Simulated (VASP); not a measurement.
Input of a VASP 6.6.1 run:

The input INCAR:

```
  PREC = Accurate
  ENCUT = 520
  EDIFF = 1E-6
  ISMEAR = 0
  SIGMA = 0.15
  LREAL = False
  LASPH = True
  NELM = 100
  ALGO = Fast
  ISIF = 2
  LWAVE = False
  LCHARG = False
  GGA = PE
  IVDW = 12
  NBANDS = 10
```

File KPOINTS:

```
regular mesh
0
Gamma
  18 18 10
```

POSCAR

```
Al
1.0
    2.8124553515      0.0000000000      0.0000000000
   -1.4062276757      2.4356577814      0.0000000000
    0.0000000000      0.0000000000      4.8668500000
Al
2
Direct
    0.5149149530      0.4565033461      0.7500000000
    0.3333333333      0.6666666667      0.2500000000
```

Potentials or basis: VASP PAW PBE potentials, release 64 (Al).

The run is started by

```sh
$ cat potpaw_PBE.64/Al/POTCAR > POTCAR
$ mpirun -np 1 vasp_std > vasp.out
```

Task: Predict the dispersion energy per atom.

Result: -0.333 eV.

Task: What does it give for the band gap on the k mesh?

Result: Zero (band 3 reaches 11.21 eV, above the bottom of band 4 at 4.64 eV).

Task: Estimate the pressure.

Result: 0.7 GPa.

Forces on the atoms (eV/Å):
```
Al   0.575 -0.359  0.000
Al  -0.575  0.359  0.000
```

Caveat: the cell differs from its parent crystal (atom 1 (Al) moved by (-0.600, +0.300) A along x and y); pairwise dispersion overbinds metals, which lowers pressure and volume.
